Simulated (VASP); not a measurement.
Ba2TeS:

```xyz
4
Lattice="2.4472 1.4129 7.9926 -2.4472 1.4129 7.9926 0.0000 -2.8258 7.9926" Properties=species:S:1:pos:R:3 pbc="T T T"
S     2.4472    1.4129    7.9926
Te    0.0000    0.0000   11.9890
Ba    0.0000    0.0000    5.9945
Ba    0.0000    0.0000   17.9834
```

| Item | Value |
| --- | --- |
| Program | VASP 6.6.1 |
| Task | relaxation of cell and atoms |
| Functional | PBE |
| Potentials or basis | VASP PAW PBE potentials, release 64 (S, Te, Ba_sv) |
| Cutoff | 600 eV |
| k mesh | 6 × 6 × 6 |
| Occupations | fermi-dirac, width 0.02 eV |
| Spin | no spin polarisation |

At the start: pressure -1.4 GPa; volume 41.45 Å³/atom.

How do energy, volume and symmetry change on relaxing?

Over 9 steps the energy falls by 63.7 meV/atom and the volume is 38.75 Å³/atom (-6.5 %); space group R-3m (No. 166, to 0.1 Å) before and after.

The path:
| step | energy change (eV) | largest force (eV/Å) | pressure (GPa) | volume (Å³) |
| --- | --- | --- | --- | --- |
| 1 | 0.0000 | 1.0677 | -1.44 | 165.82 |
| 2 | -0.1427 | 0.8714 | -0.05 | 157.01 |
| 3 | -0.1785 | 0.6582 | 1.49 | 149.82 |
| 4 | -0.2504 | 0.0591 | 0.54 | 152.70 |
| 5 | -0.2522 | 0.0475 | 0.38 | 153.24 |
| 6 | -0.2546 | 0.0135 | -0.09 | 155.43 |
| 7 | -0.2547 | 0.0021 | 0.00 | 155.00 |
| 8 | -0.2548 | 0.0008 | 0.00 | 155.00 |
| 9 | -0.2549 | 0.0007 | 0.00 | 154.99 |

Final structure:
```
S Te Ba
1.0
     2.38520    1.37710    7.86446
    -2.38520    1.37710    7.86446
     0.00000   -2.75420    7.86446
S Te Ba
1 1 2
Cartesian
  0.0000 0.0000 0.0000
  0.0000 0.0000 11.7967
  0.0000 0.0000 6.0751
  0.0000 0.0000 17.5183
```
